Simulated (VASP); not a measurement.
# HCl (I4/mmm) in VASP: single point with r2SCAN

Aim: the single point of HCl with r2SCAN.

Program: VASP 6.6.1. These are calculated values, not measurements. Logs are shortened: lines on timing, memory, paths and dates and some standing lists are left out, and cuts for length are marked.

## Step 1: The cell of the first run

The structure is tetragonal, space group I4/mmm (No. 139). The conventional cell has a = 3.988 Å, b = 3.988 Å, c = 5.393 Å, α = 90.00°, β = 90.00°, γ = 90.00°. H (site symmetry 4/mmm) has 6 Cl at 2.70 to 2.82 Å within 3.6 Å. Cl (site symmetry 4/mmm) has 6 H at 2.70 to 2.82 Å within 3.6 Å.

## Step 2: Single point, r2SCAN (strain +0.030 along x and y, -0.015 along z)

Input file POSCAR:

```
HCl
1.0
    0.0000000000      2.8196250000      2.6964375000
    2.8196250000      0.0000000000      2.6964375000
    2.8196250000      2.8196250000      0.0000000000
H Cl
1 1
Direct
    0.0000000000      0.0000000000      0.0000000000
    0.5000000000      0.5000000000      0.5000000000
```

Input file INCAR.step1:

```
PREC = Accurate
ENCUT = 520
ISMEAR = 0
SIGMA = 0.15
LREAL = False
LASPH = True
NELM = 60
NBANDS = 11
GGA = PE
ALGO = Normal
EDIFF = 1E-4
LWAVE = True
LCHARG = False
```

Input file INCAR.step2:

```
PREC = Accurate
ENCUT = 520
EDIFF = 1E-6
ISMEAR = 0
SIGMA = 0.15
LREAL = False
LASPH = True
NELM = 60
ALGO = Normal
ISIF = 2
LWAVE = False
LCHARG = False
METAGGA = R2SCAN
LMIXTAU = True
NBANDS = 11
ISTART = 1
```

Input file KPOINTS:

```
Automatic mesh
0
Gamma
  16 16 16
```

Potentials or basis: VASP PAW PBE potentials, release 64 (H, Cl).

On the command line:

```console
> cat potpaw_PBE.64/H/POTCAR potpaw_PBE.64/Cl/POTCAR > POTCAR
> cp INCAR.step1 INCAR
> mpirun -np 1 vasp_std > vasp.out
> cp INCAR.step2 INCAR
> mpirun -np 1 vasp_std > vasp.out
```

OUTCAR:

```text
PREC = Accurate
   ENCUT = 520
   EDIFF = 1E-6
   ISMEAR = 0
   LREAL = False
   LASPH = True
   NELM = 60
   ISIF = 2
   METAGGA = R2SCAN
   ISTART = 1

 ion  position               nearest neighbor table
   1  0.000  0.000  0.000-
   2  0.500  0.500  0.500-

  LATTYP: Found a body centered tetragonal cell.
 ALAT       =     3.9875519158
 C/A-ratio  =     1.3524275329

  Lattice vectors:

 A1 = (   0.0000000000,  -2.8196250000,  -2.6964375000)
 A2 = (   0.0000000000,   2.8196250000,  -2.6964375000)
 A3 = (   2.8196250000,   0.0000000000,   2.6964375000)

Analysis of symmetry for initial positions (statically):
=====================================================================
 Subroutine PRICEL returns:
 Original cell was already a primitive cell.

 Routine SETGRP: Setting up the symmetry group for a
 body centered tetragonal supercell.

 Subroutine GETGRP returns: Found 16 space group operations
 (whereof 16 operations were pure point group operations)
 out of a pool of 16 trial point group operations.

The static configuration has the point symmetry D_4h.

Analysis of symmetry for dynamics (positions and initial velocities):
=====================================================================
 Subroutine PRICEL returns:
 Original cell was already a primitive cell.

 Routine SETGRP: Setting up the symmetry group for a
 body centered tetragonal supercell.

 Subroutine GETGRP returns: Found 16 space group operations
 (whereof 16 operations were pure point group operations)
 out of a pool of 16 trial point group operations.

The dynamic configuration has the point symmetry D_4h.

 Subroutine INISYM returns: Found 16 space group operations
 (whereof 16 operations are pure point group operations),
 and found     1 'primitive' translations

----------------------------------------------------------------------------------------

                                     Primitive cell

  volume of cell :      42.8749

  direct lattice vectors                    reciprocal lattice vectors
     0.000000000  2.819625000  2.696437500    -0.177328545  0.177328545  0.185429850
     2.819625000  0.000000000  2.696437500     0.177328545 -0.177328545  0.185429850
     2.819625000  2.819625000  0.000000000     0.177328545  0.177328545 -0.185429850

  length of vectors
     3.901417734  3.901417734  3.987551916     0.311889492  0.311889492  0.311889492

  position of ions in fractional coordinates (direct lattice)
     0.000000000  0.000000000  0.000000000
     0.500000000  0.500000000  0.500000000

  ion indices of the primitive-cell ions
   primitive index   ion index
                 1           1
                 2           2

----------------------------------------------------------------------------------------

 KPOINTS: Automatic mesh

Automatic generation of k-mesh.
 Grid dimensions read from file:
 generate k-points for:   16   16   16

 Generating k-lattice:

  Cartesian coordinates                     Fractional coordinates (reciprocal lattice)
    -0.011083034  0.011083034  0.011589366     0.062500000  0.000000000  0.000000000
     0.011083034 -0.011083034  0.011589366     0.000000000  0.062500000  0.000000000
     0.011083034  0.011083034 -0.011589366     0.000000000  0.000000000  0.062500000

  Length of vectors
     0.019493093  0.019493093  0.019493093

  Shift w.r.t. Gamma in fractional coordinates (k-lattice)
     0.000000000  0.000000000  0.000000000

 Subroutine IBZKPT returns following result:
 ===========================================

 Found    349 irreducible k-points:

 Following reciprocal coordinates:
            Coordinates               Weight
  0.000000  0.000000  0.000000      1.000000
  0.062500  0.000000  0.000000      8.000000
  0.125000  0.000000  0.000000      8.000000
  0.187500  0.000000  0.000000      8.000000
  0.250000  0.000000  0.000000      8.000000
  0.312500  0.000000  0.000000      8.000000
[... 16 lines left out ...]
 -0.125000  0.062500  0.000000      8.000000
 -0.062500  0.062500  0.000000      4.000000
 [... further k-points ...]
   k-points           NKPTS =    349   k-points in BZ     NKDIM =    349   number of bands    NBANDS=     11
   number of dos      NEDOS =    301   number of ions     NIONS =      2
   total plane-waves  NPLWV =  27000
   dimension x,y,z NGX =    30 NGY =   30 NGZ =   30
   dimension x,y,z NGXF=    60 NGYF=   60 NGZF=   60
   ions per type =               1   1
   NGX,Y,Z   is equivalent  to a cutoff of  12.78, 12.78, 12.51 a.u.
   NGXF,Y,Z  is equivalent  to a cutoff of  25.57, 25.57, 25.01 a.u.
 SYSTEM =  unknown system
   PREC   = accura    normal or accurate (medium, high low for compatibility)
   ISTART =      1    job   : 0-new  1-cont  2-samecut
   ICHARG =      0    charge: 1-file 2-atom 10-const
   ISPIN  =      1    spin polarized calculation?
   LNONCOLLINEAR =      F non collinear calculations
   LSORBIT =      F    spin-orbit coupling
   LASPH  =      T    aspherical Exc in radial PAW
   ENCUT  =  520.0 eV  38.22 Ry    6.18 a.u.   7.25  7.25  7.41*2*pi/ulx,y,z
   NELM   =     60;   NELMIN=  2; NELMDL=  0     # of ELM steps
   EDIFF  = 0.1E-05   stopping-criterion for ELM
   LREAL  =      F    real-space projection
   EDIFFG = 0.1E-04   stopping-criterion for IOM
   NSW    =      0    number of steps for IOM
   IBRION =     -1    ionic relax: 0-MD 1-quasi-New 2-CG
   NFREE  =      0    steps in history (QN), initial steepest desc. (CG)
   ISIF   =      2    stress and relaxation
   ISYM   =      2    0-nonsym 1-usesym 2-fastsym
   POTIM  = 0.5000    time-step for ionic-motion
   TEBEG  =    0.0;   TEEND  =   0.0 temperature during run
   PSTRESS=    0.0 pullay stress
   NELECT =       8.0000    total number of electrons
   NUPDOWN=      -1.0000    fix difference up-down
   EMIN   =  10.00;   EMAX   =-10.00  energy-range for DOS
   EFERMI =   0.00;   METHOD = LEGACY
   ISMEAR =     0;   SIGMA  =   0.15  broadening in eV -4-tet -1-fermi 0-gaus
   EFERMI_NEDOS =   21; number of points for ismear=-14 and -15
   IALGO  =     38    algorithm
   IMIX   =      4    mixing-type and parameters
     AMIX     =   0.40;   BMIX     =  1.00
     AMIX_MAG =   1.60;   BMIX_MAG =  1.00
  volume/ion in A,a.u.               =      21.44       144.67
  Fermi-wavevector in a.u.,A,eV,Ry     =   0.935486  1.767812 11.906913  0.875133
  Thomas-Fermi vector in A             =   2.062398
   LORBIT       =      0    0 simple, 1 ext, 2 COOP (PROOUT), +10 PAW based schemes
   METAGGA = R2SCAN    functional components
   LHFCALC =     F    Hartree Fock is set to
   AEXX    =    0.0000 exact exchange contribution
   IVDW    =     0    specifies the selected vdW correction
   LEPSILON=     F    determine dielectric tensor
   LRPA    =     F    only Hartree local field effects (RPA)
 non-spin polarized calculation
 Gauss-broadening in eV      SIGMA  =   0.15
  energy-cutoff  :      520.00
  volume of cell :       42.87
 maximum number of plane-waves:      1182
 NGX is ok and might be reduce to    30
   NGX = 15   NGY = 15   NGZ = 15

 number of electron       8.0000001 magnetization

 Free energy of the ion-electron system (eV)
  ---------------------------------------------------
  ext. energy  EPLUGINS =         0.00000000
  ---------------------------------------------------
  free energy    TOTEN  =        -6.96707411 eV

  energy without entropy =       -6.96531871  energy(sigma->0) =       -6.96619641

 E-fermi :  -2.7103     XC(G=0):  -7.8124

 val. band max:       -2.8156722673   @ k =   0.5000   0.0000   0.5000
 cond. band min:      -2.6597490811   @ k =   0.4375   0.0000   0.4375
 fundamental gap:      0.1559231862
 Fermi energy:        -2.7103099737

 k-point     1 :       0.0000    0.0000    0.0000
  band No.  band energies     occupation
      1     -16.4072      2.00000
      2      -2.9529      1.97784
      3      -2.8644      1.85366
      4      -2.8644      1.85365
      5      -2.8329      1.75219
      6       9.1551      0.00000
      7      10.4820      0.00000
      8      10.4820      0.00000
      9      10.7845      0.00000
     10      12.6196      0.00000
     11      13.2666      0.00000

 k-point     2 :       0.0625    0.0000    0.0000
  band No.  band energies     occupation
      1     -16.3952      2.00000
      2      -3.3845      2.00000
      3      -2.9199      1.95188
      4      -2.8730      1.87505
      5      -2.3668      0.00120
      6       9.0530      0.00000
      7      10.3428      0.00000
      8      10.5120      0.00000
      9      10.7630      0.00000
     10      12.3088      0.00000
     11      12.8609      0.00000

 k-point     3 :       0.1250    0.0000    0.0000
  band No.  band energies     occupation
      1     -16.3606      2.00000
      2      -3.8925      2.00000
      3      -2.9344      1.96534
      4      -2.8975      1.92244
      5      -1.9040      0.00000
      6       8.6581      0.00000
      7      10.1400      0.00000
      8      10.5121      0.00000
      9      10.8051      0.00000
     10      11.9276      0.00000
     11      12.3019      0.00000

 k-point     4 :       0.1875    0.0000    0.0000
  band No.  band energies     occupation
      1     -16.3079      2.00000
      2      -4.3766      2.00000
      3      -2.9552      1.97903
      4      -2.9336      1.96472
      5      -1.4894      0.00000
      6       8.0115      0.00000
      7      10.1921      0.00000
      8      10.2792      0.00000
      9      10.6839      0.00000
     10      11.9739      0.00000
     11      12.1286      0.00000

 k-point     5 :       0.2500    0.0000    0.0000
  band No.  band energies     occupation
      1     -16.2444      2.00000
      2      -4.8141      2.00000
      3      -2.9792      1.98877
      4      -2.9753      1.98753
      5      -1.1346      0.00000
      6       7.3307      0.00000
      7       9.8901      0.00000
      8      10.2718      0.00000
      9      10.5100      0.00000
     10      12.4226      0.00000
     11      12.4478      0.00000
[... 211 lines left out ...]
 k-point    21 :      -0.2500    0.0625    0.0000
  band No.  band energies     occupation
      1     -16.2183      2.00000
      2      -4.8860      2.00000
      3      -3.0880      1.99963
      4      -2.9655      1.98387
      5      -1.0983      0.00000
      6       7.1559      0.00000
      7       9.7333      0.00000
      8       9.7838      0.00000
      9      11.2914      0.00000
     10      12.1396      0.00000
     11      13.2038      0.00000

 k-point    22 :      -0.1875    0.0625    0.0000
  band No.  band energies     occupation
      1     -16.2822      2.00000
      2      -4.4806      2.00000
      3      -3.0661      1.99921
      4      -2.9235      1.95552
      5      -1.3998      0.00000
      6       7.7702      0.00000
      7       9.7138      0.00000
      8      10.2255      0.00000
      9      11.2791      0.00000
     10      11.5627      0.00000
     11      12.8761      0.00000

 k-point    23 :      -0.1250    0.0625    0.0000
  band No.  band energies     occupation
      1     -16.3377      2.00000
      2      -4.0398      2.00000
      3      -3.0394      1.99809
      4      -2.8907      1.91108
      5      -1.7474      0.00000
      6       8.3840      0.00000
      7       9.7802      0.00000
      8      10.6323      0.00000
      9      11.1416      0.00000
     10      11.2824      0.00000
     11      12.9533      0.00000

 k-point    24 :      -0.0625    0.0625    0.0000
  band No.  band energies     occupation
      1     -16.3771      2.00000
      2      -3.6185      2.00000
      3      -3.0033      1.99426
      4      -2.8729      1.87463
      5      -2.1087      0.00000
      6       8.8310      0.00000
      7      10.0546      0.00000
      8      10.6125      0.00000
      9      10.9177      0.00000
     10      11.6743      0.00000
     11      13.1172      0.00000

 [... further k-points ...]
[... 5 lines left out ...]
  --------------------------------------------------------------------------------------
  -------------------------------------------------------------------------------------
  Total       -2.3006460     -2.3006460     -3.3045973      0.0000000      0.0000000      0.0000000
  in kB      -85.9720580    -85.9720580   -123.4883722      0.0000000      0.0000000      0.0000000
  external PRESSURE =     -98.4774961 kB  Pullay stress =       0.0000000 kB

 VOLUME and BASIS-vectors are now :
 -----------------------------------------------------------------------------
  energy-cutoff  :      520.00
  volume of cell :       42.87
      direct lattice vectors                 reciprocal lattice vectors
     0.000000000  2.819625000  2.696437500    -0.177328545  0.177328545  0.185429850
     2.819625000  0.000000000  2.696437500     0.177328545 -0.177328545  0.185429850
     2.819625000  2.819625000  0.000000000     0.177328545  0.177328545 -0.185429850

 POSITION                                       TOTAL-FORCE (eV/Angst)
 -----------------------------------------------------------------------------------
      0.00000      0.00000      0.00000        -0.000000     -0.000000      0.000000
      2.81962      2.81962      2.69644         0.000000      0.000000     -0.000000
 -----------------------------------------------------------------------------------
    total drift:                                0.000000     -0.000000      0.000000

  FREE ENERGIE OF THE ION-ELECTRON SYSTEM (eV)
  ---------------------------------------------------
  free  energy   TOTEN  =        -6.9670741073 eV

  energy  without entropy=       -6.9653187126  energy(sigma->0) =       -6.96619641
```

It took 17 min on 1 thread of Intel Xeon 8259CL, shared host; peak memory 0.28 GiB.

What came out:

```
Free energy : -6.9671 eV
Pressure    : -9.8 GPa
```

Stress tensor (GPa, compression positive):
```
 -8.60   0.00   0.00
  0.00  -8.60   0.00
  0.00   0.00 -12.35
```

Levels at points of the mesh, in eV from the Fermi level:
```csv
k point,band 1,band 2,band 3,band 4,band 5,band 6,band 7,band 8,band 9
"(0.00, 0.00, 0.00)",-13.70,-0.24,-0.15,-0.15,-0.12,11.87,13.19,13.19,13.49
"(0.50, 0.00, 0.00)",-13.36,-2.99,-0.37,-0.33,2.25,8.61,11.71,12.05,14.87
"(0.50, 0.50, 0.00)",-13.24,-1.79,-0.81,-0.81,-0.14,10.00,13.05,15.50,15.50
"(0.50, 0.00, 0.50)",-13.29,-1.76,-0.84,-0.65,-0.11,10.20,12.54,15.52,15.54
```

Caveat: the cell differs from its parent crystal (strain +0.030 along x and y, -0.015 along z); the cell stands under tension; the PAW data sets were made with another functional, which shifts forces and pressure a little.
